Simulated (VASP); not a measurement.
Runs of VASP 6.6.1 on Ti. The structure is that of space group P6_3/mmc (No. 194), or close to it. The cells are those of the table. 

| cell | further INCAR settings | gap on the mesh (eV) | pressure (GPa) |
| --- | --- | --- | --- |
| a = 2.703, b = 2.703, c = 4.279 Å, angles 90.0, 90.0, 120.0°, 2 atoms | ALGO = Fast; EDIFF = 1e-06; NBANDS = 19 | none | 42.1 |
| a = 3.056, b = 3.056, c = 4.837 Å, angles 90.0, 90.0, 120.0°, 2 atoms | ALGO = Fast; EDIFF = 1e-06; NBANDS = 19 | none | (b) |
| a = 2.938, b = 2.938, c = 4.837 Å, angles 90.0, 90.0, 120.0°, 2 atoms | ALGO = Fast; EDIFF = 1e-06; NBANDS = 19 | none | -4.4 |
| a = 2.938, b = 2.938, c = 4.465 Å, angles 90.0, 90.0, 120.0°, 2 atoms | ALGO = Fast; EDIFF = 1e-06; NBANDS = 19 | none | 4.1 |
| a = 3.174, b = 3.174, c = 5.023 Å, angles 90.0, 90.0, 120.0°, 2 atoms | ALGO = Fast; EDIFF = 1e-07; NBANDS = 19 | none | -16.7 |
| a = 3.174, b = 3.174, c = 4.837 Å, angles 90.0, 90.0, 120.0°, 2 atoms | ALGO = Fast; EDIFF = 1e-06; NBANDS = 19 | none | -15.0 |
| a = 2.821, b = 2.821, c = 4.651 Å, angles 90.0, 90.0, 120.0°, 2 atoms | ALGO = Fast; EDIFF = 1e-07; NBANDS = 19 | none | 10.1 |
| a = 3.056, b = 3.056, c = 5.023 Å, angles 90.0, 90.0, 120.0°, 2 atoms | ALGO = Fast; EDIFF = 1e-07; NBANDS = 19 | none | -13.1 |
| a = 3.174, b = 3.174, c = 4.279 Å, angles 90.0, 90.0, 120.0°, 2 atoms | ALGO = Fast; EDIFF = 1e-06; NBANDS = 19 | none | -6.2 |
| a = 2.821, b = 2.821, c = 4.837 Å, angles 90.0, 90.0, 120.0°, 2 atoms | ALGO = Fast; EDIFF = 1e-06; NBANDS = 19 | none | (a) |
| a = 2.703, b = 2.703, c = 4.465 Å, angles 90.0, 90.0, 120.0°, 2 atoms | ALGO = Fast; EDIFF = 1e-07; NBANDS = 19 | none | 32.1 |
| a = 3.174, b = 3.174, c = 4.651 Å, angles 90.0, 90.0, 120.0°, 2 atoms | ALGO = Fast; EDIFF = 1e-07; NBANDS = 19 | none | -12.7 |

Alike in all rows: task single point; level PBE; potentials or basis VASP PAW PBE potentials, release 64 (Ti_sv); no spin polarisation; k mesh 24 × 24 × 14; cutoff (eV) 520; smearing gaussian 0.15 eV.

Problem. Estimate the missing entries.

Solution. (a) 4.7; (b) -10.7.

Caveats: the cell stands under tension (at least some runs); the cell stands under pressure (at least some runs).

A gap of «none» marks levels without a gap at the run's occupations.
